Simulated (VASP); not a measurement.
A run of VASP 6.6.1 is set up as follows.

The input INCAR:

```
  PREC = Accurate
  ENCUT = 520
  EDIFF = 1E-7
  ISMEAR = 0
  SIGMA = 0.1
  LREAL = F
  LASPH = T
  NELM = 60
  ALGO = Normal
  ISIF = 2
  LWAVE = F
  LCHARG = F
  GGA = PE
  NBANDS = 16
```

KPOINTS

```
Automatic mesh
0
Gamma
  6 6 4
```

File POSCAR:

```
TiBeH2
1.0
    2.7981979369      0.0000000000      0.0000000000
    0.0000000000      2.7981979369      0.0000000000
    0.0000000000      0.0000000000      3.7275863048
Ti Be H
1 1 2
Direct
    0.5000000000      0.5000000000      0.5000000000
    0.0000000000      0.0000000000      0.0000000000
    0.0000000000      0.0000000000      0.5000000000
    0.5000000000      0.5000000000      0.0000000000
```

Potentials or basis: VASP PAW PBE potentials, release 64 (Ti_sv, Be, H).

The run is started by

```sh
$ cat potpaw_PBE.64/Ti_sv/POTCAR potpaw_PBE.64/Be/POTCAR potpaw_PBE.64/H/POTCAR > POTCAR
$ mpirun -np 1 vasp_std > vasp.out
```

Problem. Predict the band gap on the k mesh.

Solution. Zero (band 8 reaches 8.43 eV, above the bottom of band 9 at 7.41 eV).

Problem. What does it give for the pressure?

Solution. -0.1 GPa.

Stress tensor (GPa, compression positive):
```
-0.09  0.00  0.00
 0.00 -0.09  0.00
 0.00  0.00 -0.17
```

Caveat: the k points lie up to 0.42 Å⁻¹ apart.
